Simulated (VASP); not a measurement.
Set up this calculation in VASP 6.6.1, as the native input.

```yaml
Task: single point
Functional: PBE
Potentials_or_basis: VASP PAW PBE potentials, release 64 (Ba_sv, Te)
Cutoff: 520 eV
k_mesh: 6 × 6 × 4
Occupations: gaussian, width 0.01 eV
Spin: no spin polarisation
Dipole_correction: no
Further_INCAR_settings: ALGO = Normal; EDIFF = 1e-07; NBANDS = 24
```

The structure of BaTe lies in POSCAR:

```
BaTe
1.0
    5.9721823866      0.0000000000      0.0000000000
   -2.9860911933      5.1720616628      0.0000000000
    0.0000000000      0.0000000000      7.0036862921
Ba Te
2 2
Direct
    0.3333333333      0.6666666667     -0.0625000000
    0.6666666667      0.3333333333      0.4375000000
    0.3333333333      0.6666666667      0.4375000000
    0.6666666667      0.3333333333      0.9375000000
```

These files were run (other wordings do the same):

INCAR

```
  PREC = Accurate
  ENCUT = 520
  EDIFF = 1E-7
  ISMEAR = 0
  SIGMA = 0.01
  LREAL = F
  LASPH = T
  NELM = 100
  ALGO = Normal
  ISIF = 2
  LWAVE = F
  LCHARG = F
  GGA = PE
  NBANDS = 24
```

KPOINTS

```
regular mesh
0
Gamma
  6 6 4
```

Potentials or basis: VASP PAW PBE potentials, release 64 (Ba_sv, Te).

Run with:

```console
$ cat potpaw_PBE.64/Ba_sv/POTCAR potpaw_PBE.64/Te/POTCAR > POTCAR
$ mpirun -np 1 vasp_std > vasp.out
```

It gave:

```yaml
Pressure: 0.2 GPa
Band_gap_on_the_k_mesh: 1.89 eV, indirect (least direct gap 2.17 eV)
```

Caveat: spin-orbit coupling is left out, which moves the levels of the heavy elements.

It took 2.4 min on 1 thread of Intel(R) Xeon(R) Platinum 8259CL CPU @ 2.50GHz (Skylake/Cascade Lake), on a shared host, peak memory 0.4 GiB.
